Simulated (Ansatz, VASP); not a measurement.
# One calculation of K, two programs

```
K
1.0
    -2.52419    2.52419    2.52419
     2.52419   -2.52419    2.52419
     2.52419    2.52419   -2.52419
K
1
Direct
  0.00000 0.00000 0.00000
```

Alike in both runs: task single point; functional LDA; k mesh 9 × 9 × 9; occupations fermi-dirac, width 0.03 eV; no spin polarisation.

|  | VASP | Ansatz |
| --- | --- | --- |
| version | VASP 6.6.1 | Ansatz 0.2.0 |
| potentials or method | VASP PAW LDA potentials, release 64 (K_sv), cutoff 520 eV | plane waves (420 eV) with PAW, scalar-relativistic |
| valence electrons in the cell | 9 | 9 |

```tsv
	VASP	Ansatz	Ansatz less VASP
pressure (GPa)	0.0	0.0	+0.02
```

Ansatz warns that its potentials were made for another functional, while VASP's fit it. LDA's correlation is that of Perdew and Zunger in VASP and of Perdew and Wang (1992) in Ansatz.
